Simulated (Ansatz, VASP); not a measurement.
## One calculation of Al12H, two programs

```
Al H
1.0
     5.71430    0.00000    0.00000
    -2.85715    4.94873    0.00000
     0.00000    0.00000   21.60164
Al H
12 1
Direct
  0.33333 0.16667 0.18517
  0.33333 0.66667 0.18517
  0.83333 0.16667 0.18517
  0.83333 0.66667 0.18517
  0.16667 0.33333 0.29169
  0.16667 0.83333 0.29169
  0.66667 0.33333 0.29169
  0.66667 0.83333 0.29169
  0.00000 0.00000 0.39819
  0.00000 0.50000 0.39819
  0.50000 0.00000 0.39819
  0.50000 0.50000 0.39819
  0.05556 0.94444 0.51717
```

Alike in both runs: task single point; functional PBE; k mesh 6 × 6 × 1; occupations gaussian, width 0.1 eV; collinear spin.

|  | VASP | Ansatz |
| --- | --- | --- |
| version | VASP 6.6.1 | Ansatz 0.2.0 |
| potentials or method | VASP PAW PBE potentials, release 64 (Al, H), cutoff 520 eV | scalar-relativistic, plane waves, PAW |
| valence electrons in the cell | 37 | 37 |

|  | VASP | Ansatz | Ansatz less VASP |
| --- | --- | --- | --- |
| gap on the k mesh at the Fermi level (eV) | none | none | - |
| rms of the force components (eV/Å) | 0.278 | 0.279 | +0.0003 |
| net moment per atom (μB) | 0.03 | 0.03 | 0.000 |
| size of the moment on the site where the two differ most (μB) | 0.18 | 0.38 | +0.202 |

Site moments also hang on the region over which each program counts them. Atom by atom the forces differ by 0.001 eV/Å (rms over components). A gap of «none» marks a metal or a gap that the smearing closes.
